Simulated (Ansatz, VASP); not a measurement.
One calculation of NiO, two programs

Contents of INCAR:

```
PREC     = Accurate       # precision mode
ENCUT    = 520            # plane-wave cutoff, eV
EDIFF    = 1E-6           # SCF threshold, eV
ISMEAR   = 0              # smearing method
SIGMA    = 0.05           # smearing width, eV
LREAL    = F              # projectors in reciprocal space
LASPH    = T              # aspherical terms in the spheres
NELM     = 150            # most SCF steps
ALGO     = Normal         # electronic algorithm
ISIF     = 2              # what is computed and relaxed
LWAVE    = F              # write WAVECAR
LCHARG   = F              # write CHGCAR
ISPIN    = 2              # spin polarisation
MAGMOM   = 2 -2 0 0       # initial moments
LORBIT   = 11             # projections on sites
LMAXMIX  = 4              # l up to which the mixer works
LDAU     = T              # DFT+U
LDAUTYPE = 2            
LDAUL    = 2 -1           # shell
LDAUU    = 6.2 0          # U, eV
LDAUJ    = 0 0          
LDAUPRINT= 1            
GGA      = PE             # functional
NBANDS   = 28             # bands
```

File KPOINTS:

```
Automatic mesh
0
Gamma
  10 10 5
```

Contents of POSCAR:

```
NiO
1.0
    0.0000000000      2.3247345634      2.3247345634
    2.3247345634      0.0000000000      2.3247345634
    4.6494691268      4.6494691268      0.0000000000
Ni O
2 2
Direct
    0.0000000000      0.0000000000      0.0000000000
    0.0000000000      0.0000000000      0.5000000000
    0.2500000000      0.2500000000      0.1250000000
    0.2500000000      0.2500000000      0.6250000000
```

Input for Ansatz:

```yaml
crystal:
  lattice:
    - [0.0, 2.3247345634, 2.3247345634]
    - [2.3247345634, 0.0, 2.3247345634]
    - [4.6494691268, 4.6494691268, 0.0]
  atoms:
    - { symbol: Ni, position: [0.0, 0.0, 0.0], spin: 2.0 }
    - { symbol: O, position: [0.25, 0.25, 0.125] }
    - { symbol: Ni, position: [0.0, 0.0, 0.5], spin: -2.0 }
    - { symbol: O, position: [0.25, 0.25, 0.625] }
basis:
  ecutwfc: 420
  ecutrho_ratio: 4
kpoints:
  mp_grid: { grid: [10, 10, 5] }
hamiltonian:
  xc: pbe
  hubbard: { sites: [{ species: Ni, l: d, u_eff: 6.2 }] }
scf:
  occupations: { method: gaussian, width: 0.05 }
  lower_state_search: "off"
output:
  forces: true
  stress: true
  eigenvalues: true
  populations: true
  hubbard: { sites: [{ species: Ni, l: d }] }
  write_density: true
  write_potential: true
  elf: true
  volumetric_format: npy
magnetization:
  spin_polarized: true
checkpoint:
  read: start.run
  write: ck
  compress: false
  write_wavefunctions: false
  write_every: 100000
```

Alike in both runs: task single point; functional PBE; k mesh 10 × 10 × 5; occupations gaussian, width 0.05 eV; collinear spin; Hubbard terms Ni d U = 6.2 eV.

|  | VASP | Ansatz |
| --- | --- | --- |
| version | VASP 6.6.1 | Ansatz 0.2.0 |
| potentials or method | VASP PAW PBE potentials, release 64 (Ni, O), cutoff 520 eV | scalar-relativistic, plane waves, PAW |
| valence electrons in the cell | 32 | 48 |

```csv
,VASP,Ansatz,Ansatz less VASP
pressure (GPa),-11.7,-0.6,+11.11
net moment per atom (μB),0.00,0.00,0.000
size of the moment on the site where the two differ most (μB),0.23,0.05,-0.182
```

Site moments also hang on the region over which each program counts them. The programs project onto different local orbitals, so the same U acts differently, and such runs can settle in different states. VASP's potentials hold 32 valence electrons a cell and Ansatz's 48, so a difference there can come from the potentials and not from the codes.
